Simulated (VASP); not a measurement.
Input of a VASP 6.6.1 run:

The input INCAR:

```
SYSTEM = Al
ALGO = Normal
EDIFF = 1E-6
EDIFFG = -0.02
ENCUT = 600
GGA = PS
IBRION = 2
ISIF = 3
ISMEAR = -1
LASPH = .TRUE.
LCHARG = .FALSE.
LREAL = .FALSE.
LWAVE = .FALSE.
NELM = 100
NSW = 80
PREC = Accurate
PSTRESS = 100.0
SIGMA = 0.05
```

File KPOINTS:

```
k-points
0
G
  12 12 12
  0 0 0
```

Contents of POSCAR:

```
Al
1.0
   -1.5912186900      1.5912186900      1.5912186900
    1.5912186900     -1.5912186900      1.5912186900
    1.5912186900      1.5912186900     -1.5912186900
Al
1
Direct
    0.0000000000      0.0000000000      0.0000000000
```

Potentials or basis: VASP PAW PBE potentials, release 64 (Al).

Command:

```bash
$ cat potpaw_PBE.64/Al/POTCAR > POTCAR
$ mpirun -np 1 vasp_std > vasp.out
```

Question: Estimate the relaxed volume.

Answer: 14.88 Å³/atom.

Question: What does it give for the space group after relaxing (to 0.05 Å)?

Answer: Im-3m (No. 229).

Final structure:
```
Al
1.0
    -1.54955    1.54955    1.54955
     1.54955   -1.54955    1.54955
     1.54955    1.54955   -1.54955
Al
1
Direct
  0.00000 0.00000 0.00000
```

Caveat: the cell is relaxed towards a set pressure, so the enthalpy falls and the energy may rise; the PAW data sets were made with another functional, which shifts forces and pressure a little.
